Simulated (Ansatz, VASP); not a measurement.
P in VASP and in Ansatz

```
P
1.0
     2.49975    0.00000    0.00000
     0.00000    2.49975    0.00000
     0.00000    0.00000    2.36891
P
1
Direct
  0.00000 0.00000 0.00000
```

Alike in both runs: task relaxation of cell and atoms; functional PBE; k mesh 22 × 22 × 24; occupations gaussian, width 0.1 eV; no spin polarisation.

```csv
,VASP,Ansatz
version,VASP 6.6.1,Ansatz 0.2.0
potentials or method,"VASP PAW PBE potentials, release 64 (P), cutoff 600 eV","scalar-relativistic, plane waves, PAW"
valence electrons in the cell,5,5
```

|  | VASP | Ansatz | Ansatz less VASP |
| --- | --- | --- | --- |
| gap on the k mesh at the Fermi level, each at its own relaxed structure (eV) | none | none | - |
| relaxed volume (Å³/atom) | 14.58 | 14.61 | +0.034 |
| relaxed cell length with the largest relative difference (Å) | 2.445 | 2.447 | +0.0027 |

A gap of «none» marks a metal or a gap that the smearing closes.
